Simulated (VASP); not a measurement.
# Ni (Fm-3m) in VASP: further runs

Ni is run at these levels: PBEsol; tasks: relaxation of cell and atoms.

Everything below comes from runs of VASP 6.6.1. Logs are shortened: lines on timing, memory, paths and dates and some standing lists are left out, and cuts for length are marked.

### 1 The cell of the first run

It takes space group Fm-3m (No. 225, cubic). The conventional cell has a = 3.520 Å, b = 3.520 Å, c = 3.520 Å, α = 90.00°, β = 90.00°, γ = 90.00°. Ni (site symmetry m-3m) has 12 Ni at 2.49 Å within 3.3 Å.

### 2 Relaxation of cell and atoms, PBEsol, collinear spin, ferromagnetic start

The input, INCAR:

```
SYSTEM = Ni
ALGO = Normal
EDIFF = 1E-7
EDIFFG = -0.01
ENCUT = 600
GGA = PS
GGA_COMPAT = .False.
IBRION = 2
ISIF = 3
ISMEAR = -1
ISPIN = 2
LASPH = .True.
LCHARG = .False.
LMAXMIX = 4
LORBIT = 11
LREAL = .False.
LWAVE = .False.
MAGMOM = 1.5
NELM = 200
NELMIN = 4
NSW = 80
PREC = Accurate
SIGMA = 0.1
```

The input, KPOINTS:

```
k-points
0
Gamma
  8 8 8
  0 0 0
```

The input, POSCAR:

```
Ni
1.0
    0.0000000000      1.7600000000      1.7600000000
    1.7600000000      0.0000000000      1.7600000000
    1.7600000000      1.7600000000      0.0000000000
Ni
1
Direct
    0.0000000000      0.0000000000      0.0000000000
```

Potentials or basis: VASP PAW PBE potentials, release 64 (Ni).

Command:

```bash
$ cat potpaw_PBE.64/Ni/POTCAR > POTCAR
$ mpirun -np 1 vasp_std > vasp.out
```

OUTCAR:

```text
SYSTEM = Ni
   EDIFF = 1E-7
   EDIFFG = -0.01
   ENCUT = 600
   GGA = PS
   IBRION = 2
   ISIF = 3
   ISMEAR = -1
   ISPIN = 2
   LASPH = .True.
   LORBIT = 11
   LREAL = .False.
   NELM = 200
   NELMIN = 4
   NSW = 80
   PREC = Accurate

 ion  position               nearest neighbor table
   1  0.000  0.000  0.000-

  LATTYP: Found a face centered cubic cell.
 ALAT       =     3.5200000000

  Lattice vectors:

 A1 = (   0.0000000000,   1.7600000000,   1.7600000000)
 A2 = (   1.7600000000,   0.0000000000,   1.7600000000)
 A3 = (   1.7600000000,   1.7600000000,   0.0000000000)

Analysis of symmetry for initial positions (statically):
=====================================================================
 Subroutine PRICEL returns:
 Original cell was already a primitive cell.

 Routine SETGRP: Setting up the symmetry group for a
 face centered cubic supercell.

 Subroutine GETGRP returns: Found 48 space group operations
 (whereof 48 operations were pure point group operations)
 out of a pool of 48 trial point group operations.

The static configuration has the point symmetry O_h .

Analysis of symmetry for dynamics (positions and initial velocities):
=====================================================================
 Subroutine PRICEL returns:
 Original cell was already a primitive cell.

 Routine SETGRP: Setting up the symmetry group for a
 face centered cubic supercell.

 Subroutine GETGRP returns: Found 48 space group operations
 (whereof 48 operations were pure point group operations)
 out of a pool of 48 trial point group operations.

The dynamic configuration has the point symmetry O_h .

Analysis of structural, dynamic, and magnetic symmetry:
=====================================================================
 Subroutine PRICEL returns:
 Original cell was already a primitive cell.

 Routine SETGRP: Setting up the symmetry group for a
 face centered cubic supercell.

 Subroutine GETGRP returns: Found 48 space group operations
 (whereof 48 operations were pure point group operations)
 out of a pool of 48 trial point group operations.

The overall configuration has the point symmetry O_h .

 Subroutine INISYM returns: Found 48 space group operations
 (whereof 48 operations are pure point group operations),
 and found     1 'primitive' translations

----------------------------------------------------------------------------------------

                                     Primitive cell

  volume of cell :      10.9036

  direct lattice vectors                    reciprocal lattice vectors
     0.000000000  1.760000000  1.760000000    -0.284090909  0.284090909  0.284090909
     1.760000000  0.000000000  1.760000000     0.284090909 -0.284090909  0.284090909
     1.760000000  1.760000000  0.000000000     0.284090909  0.284090909 -0.284090909

  length of vectors
     2.489015870  2.489015870  2.489015870     0.492059889  0.492059889  0.492059889

  position of ions in fractional coordinates (direct lattice)
     0.000000000  0.000000000  0.000000000

  ion indices of the primitive-cell ions
   primitive index   ion index
                 1           1

----------------------------------------------------------------------------------------

 KPOINTS: k-points

Automatic generation of k-mesh.
 Grid dimensions read from file:
 generate k-points for:    8    8    8

 Generating k-lattice:

  Cartesian coordinates                     Fractional coordinates (reciprocal lattice)
    -0.035511364  0.035511364  0.035511364     0.125000000  0.000000000  0.000000000
     0.035511364 -0.035511364  0.035511364     0.000000000  0.125000000  0.000000000
     0.035511364  0.035511364 -0.035511364     0.000000000  0.000000000  0.125000000

  Length of vectors
     0.061507486  0.061507486  0.061507486

  Shift w.r.t. Gamma in fractional coordinates (k-lattice)
     0.000000000  0.000000000  0.000000000

 Subroutine IBZKPT returns following result:
 ===========================================

 Found     29 irreducible k-points:

 Following reciprocal coordinates:
            Coordinates               Weight
  0.000000  0.000000  0.000000      1.000000
  0.125000  0.000000  0.000000      8.000000
  0.250000  0.000000  0.000000      8.000000
  0.375000  0.000000  0.000000      8.000000
  0.500000  0.000000  0.000000      4.000000
  0.125000  0.125000  0.000000      6.000000
[... 16 lines left out ...]
  0.500000  0.250000  0.125000     48.000000
 -0.375000  0.250000  0.125000     24.000000
 [... further k-points ...]
   k-points           NKPTS =     29   k-points in BZ     NKDIM =     29   number of bands    NBANDS=     10
   number of dos      NEDOS =    301   number of ions     NIONS =      1
   total plane-waves  NPLWV =   8000
   dimension x,y,z NGX =    20 NGY =   20 NGZ =   20
   dimension x,y,z NGXF=    40 NGYF=   40 NGZF=   40
   ions per type =               1
   NGX,Y,Z   is equivalent  to a cutoff of  13.36, 13.36, 13.36 a.u.
   NGXF,Y,Z  is equivalent  to a cutoff of  26.72, 26.72, 26.72 a.u.
 SYSTEM =  Ni
   PREC   = accura    normal or accurate (medium, high low for compatibility)
   ISTART =      0    job   : 0-new  1-cont  2-samecut
   ICHARG =      2    charge: 1-file 2-atom 10-const
   ISPIN  =      2    spin polarized calculation?
   LNONCOLLINEAR =      F non collinear calculations
   LSORBIT =      F    spin-orbit coupling
   LASPH  =      T    aspherical Exc in radial PAW
   ENCUT  =  600.0 eV  44.10 Ry    6.64 a.u.   4.97  4.97  4.97*2*pi/ulx,y,z
   NELM   =    200;   NELMIN=  4; NELMDL= -5     # of ELM steps
   EDIFF  = 0.1E-06   stopping-criterion for ELM
   LREAL  =      F    real-space projection
   EDIFFG = -.1E-01   stopping-criterion for IOM
   NSW    =     80    number of steps for IOM
   IBRION =      2    ionic relax: 0-MD 1-quasi-New 2-CG
   NFREE  =      1    steps in history (QN), initial steepest desc. (CG)
   ISIF   =      3    stress and relaxation
   ISYM   =      2    0-nonsym 1-usesym 2-fastsym
   POTIM  = 0.5000    time-step for ionic-motion
   TEBEG  =    0.0;   TEEND  =   0.0 temperature during run
   PSTRESS=    0.0 pullay stress
   NELECT =      10.0000    total number of electrons
   NUPDOWN=      -1.0000    fix difference up-down
   EMIN   =  10.00;   EMAX   =-10.00  energy-range for DOS
   EFERMI =   0.00;   METHOD = LEGACY
   ISMEAR =    -1;   SIGMA  =   0.10  broadening in eV -4-tet -1-fermi 0-gaus
   EFERMI_NEDOS =   21; number of points for ismear=-14 and -15
   IALGO  =     38    algorithm
   IMIX   =      4    mixing-type and parameters
     AMIX     =   0.40;   BMIX     =  1.00
     AMIX_MAG =   1.60;   BMIX_MAG =  1.00
  volume/ion in A,a.u.               =      10.90        73.58
  Fermi-wavevector in a.u.,A,eV,Ry     =   1.590568  3.005737 34.421456  2.529906
  Thomas-Fermi vector in A             =   2.689243
   LORBIT       =     11    0 simple, 1 ext, 2 COOP (PROOUT), +10 PAW based schemes
   GGA     = PS    functional components
   LHFCALC =     F    Hartree Fock is set to
   AEXX    =    0.0000 exact exchange contribution
   IVDW    =     0    specifies the selected vdW correction
   LEPSILON=     F    determine dielectric tensor
   LRPA    =     F    only Hartree local field effects (RPA)
 conjugate gradient relaxation of ions
 spin polarized calculation
  energy-cutoff  :      600.00
  volume of cell :       10.90
 maximum number of plane-waves:       380
   NGX =  9   NGY =  9   NGZ =  9

--------------------------------------- Ionic step        1  -------------------------------------------

 number of electron      10.0000009 magnetization       0.6923513

 Free energy of the ion-electron system (eV)
  ---------------------------------------------------
  ext. energy  EPLUGINS =         0.00000000
  ---------------------------------------------------
  free energy    TOTEN  =        -6.14699323 eV

  energy without entropy =       -6.09165864  energy(sigma->0) =       -6.11932594

------------------------ aborting loop because EDIFF is reached ----------------------------------------

  FORCE on cell =-STRESS in cart. coord.  units (eV):
  Direction    XX          YY          ZZ          XY          YZ          ZX
  --------------------------------------------------------------------------------------
  -------------------------------------------------------------------------------------
  Total       -0.6358648     -0.6358648     -0.6358648      0.0000000      0.0000000      0.0000000
  in kB      -93.4345264    -93.4345264    -93.4345264      0.0000000      0.0000000      0.0000000
  external PRESSURE =     -93.4345264 kB  Pullay stress =       0.0000000 kB
[... 20 lines left out ...]
  energy  without entropy=       -6.0916586442  energy(sigma->0) =       -6.11932594

--------------------------------------- Ionic step        2  -------------------------------------------

 number of electron       9.9999996 magnetization       0.6910773

 E-fermi :  10.5191     XC(G=0): -13.9894

 val. band max:       10.5153904645   @ k =  -0.2500   0.3750   0.1250
 cond. band min:      10.5387503890   @ k =   0.3750   0.3750   0.0000
 fundamental gap:      0.0233599246
 Fermi energy:        10.5191348465

 spin component 1

 k-point     1 :       0.0000    0.0000    0.0000
  band No.  band energies     occupation
      1       0.8127      1.00000
      2       7.8180      1.00000
      3       7.8180      1.00000
      4       7.8180      1.00000
      5       9.1342      1.00000
      6       9.1342      1.00000
      7      35.0009      0.00000
      8      39.5578      0.00000
      9      39.5578      0.00000
     10      39.5578      0.00000
[... 647 lines left out ...]
  energy  without entropy=       -6.0941543708  energy(sigma->0) =       -6.11941459

--------------------------------------- Ionic step        3  -------------------------------------------

 number of electron       9.9999996 magnetization       0.6919617

 Free energy of the ion-electron system (eV)
  ---------------------------------------------------
  ext. energy  EPLUGINS =         0.00000000
  ---------------------------------------------------
  free energy    TOTEN  =        -6.16195509 eV

  energy without entropy =       -6.10905164  energy(sigma->0) =       -6.13550336

 E-fermi :   9.7985     XC(G=0): -13.6987

 val. band max:        9.7978462987   @ k =  -0.2500   0.3750   0.1250
 cond. band min:       9.8145727944   @ k =   0.3750   0.3750   0.0000
 fundamental gap:      0.0167264958
 Fermi energy:         9.7985362208

 spin component 1

 k-point     1 :       0.0000    0.0000    0.0000
  band No.  band energies     occupation
      1       0.4387      1.00000
      2       7.2292      1.00000
      3       7.2292      1.00000
      4       7.2292      1.00000
      5       8.4587      1.00000
      6       8.4587      1.00000
      7      33.8783      0.00000
      8      38.0533      0.00000
      9      38.0533      0.00000
     10      38.0533      0.00000
[... 643 lines left out ...]
  FREE ENERGIE OF THE ION-ELECTRON SYSTEM (eV)
  ---------------------------------------------------
  free  energy   TOTEN  =        -6.1619550859 eV

  energy  without entropy=       -6.1090516417  energy(sigma->0) =       -6.13550336

 reached required accuracy - stopping structural energy minimisation

 total charge

# of ion       s       p       d       tot
------------------------------------------
    1        0.521   0.548   8.323   9.393

 magnetization (x)

# of ion       s       p       d       tot
------------------------------------------
    1       -0.004  -0.021   0.720   0.696
```

Run time: 24 s. Hardware: 1 thread of Intel Xeon 6975P-C (Granite Rapids), shared host; peak memory 0.13 GiB.

Results:

* Free energy: -6.1620 eV
* Relaxed volume: 10.42 Å³/atom
* Relaxed cell: a = 2.451 Å, b = 2.451 Å, c = 2.451 Å, α = 60.00°, β = 60.00°, γ = 60.00°
* Space group after relaxing (to 0.1 Å): Fm-3m (No. 225)
* Energy gained by relaxing: 15.0 meV/atom
* Ionic steps: 3
* Pressure after relaxing: -0.1 GPa
* Net moment: 0.69 μB per cell
* Site moments: Ni +0.70 μB
* Valence electrons inside the program's atomic spheres: Ni 9.39

Step by step:
| step | energy change (eV) | largest force (eV/Å) | pressure (GPa) | volume (Å³) |
| --- | --- | --- | --- | --- |
| 1 | 0.0000 | 0.0000 | -9.34 | 10.90 |
| 2 | 0.0023 | 0.0000 | 12.10 | 9.93 |
| 3 | -0.0150 | 0.0000 | -0.06 | 10.42 |

Final structure:
```
Ni
1.0
     0.00000    1.73337    1.73337
     1.73337    0.00000    1.73337
     1.73337    1.73337    0.00000
Ni
1
Direct
  0.00000 0.00000 0.00000
```

Caveat: the k points lie up to 0.39 Å⁻¹ apart in the final cell; the PAW data sets were made with another functional, which shifts forces and pressure a little.

(Part 1 of 2 ends here.)
